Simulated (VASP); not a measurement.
A run of VASP 6.6.1:

The input INCAR:

```
  ALGO = Normal
  EDIFF = 1E-6
  ENCUT = 600
  GGA = PE
  GGA_COMPAT = False
  ISIF = 2
  ISMEAR = 0
  LASPH = True
  LCHARG = False
  LREAL = False
  LWAVE = False
  NBANDS = 15
  NELM = 120
  PREC = Accurate
  SIGMA = 0.02
```

The input KPOINTS:

```
k-points
0
Gamma
  6 6 8
```

The input POSCAR:

```
SrO
1.0
    3.5332326626      0.0000000000      0.0000000000
   -1.7666163313      3.0598692433      0.0000000000
    0.0000000000      0.0000000000      3.2067743389
Sr O
1 1
Direct
    0.0000000000      0.0000000000      0.5000000000
    0.3333333333      0.6666666667      0.0000000000
```

Potentials or basis: VASP PAW PBE potentials, release 64 (Sr_sv, O).

The run is started by

```bash
$ cat potpaw_PBE.64/Sr_sv/POTCAR potpaw_PBE.64/O/POTCAR > POTCAR
$ mpirun -np 1 vasp_std > vasp.out
```

Hardware: 1 thread of Intel(R) Xeon(R) Platinum 8375C CPU @ 2.90GHz (Ice Lake), on a shared host.

How long does it take, and how much memory?

Run time: 19 s on 1 thread of Intel(R) Xeon(R) Platinum 8375C CPU @ 2.90GHz (Ice Lake), with other jobs on the host, peak memory 0.17 GiB. Counts: scf iterations 14, k points 35.
